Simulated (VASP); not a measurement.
InSb:

```
In Sb
1.0
     5.35700    0.00000    0.00000
     0.00000    5.71200    0.00000
     0.00000    0.00000    3.06300
In Sb
2 2
Direct
  0.00000 0.00000 0.00000
  0.50000 0.50000 0.00000
  0.50000 0.00000 0.83500
  0.00000 0.50000 0.16500
```

Base run:

```yaml
Program: VASP 6.6.1
Functional: LDA
Potentials_or_basis: VASP PAW LDA potentials, release 64 (In_d, Sb)
Cutoff: 520 eV
k_mesh: 9 × 8 × 15
Occupations: fermi-dirac, width 0.05 eV
Spin: no spin polarisation
```

Its results: band gap on the k mesh zero (band 18 reaches 11.39 eV, above the bottom of band 19 at 7.71 eV); pressure 11.6 GPa; largest force 0.606 eV/Å.

Question: The run is repeated on the same cell with these changes: functional from LDA to RPBE; potentials or basis from VASP PAW LDA potentials, release 64 (In_d, Sb) to VASP PAW PBE potentials, release 64 (In_d, Sb). What comes out?

Answer: Band gap on the k mesh zero (band 18 reaches 11.73 eV, above the bottom of band 19 at 8.02 eV); pressure 19.6 GPa; largest force 0.795 eV/Å.

Caveats: spin-orbit coupling is left out, which moves the levels of the heavy elements; the PAW data sets were made with another functional, which shifts forces and pressure a little (some runs).
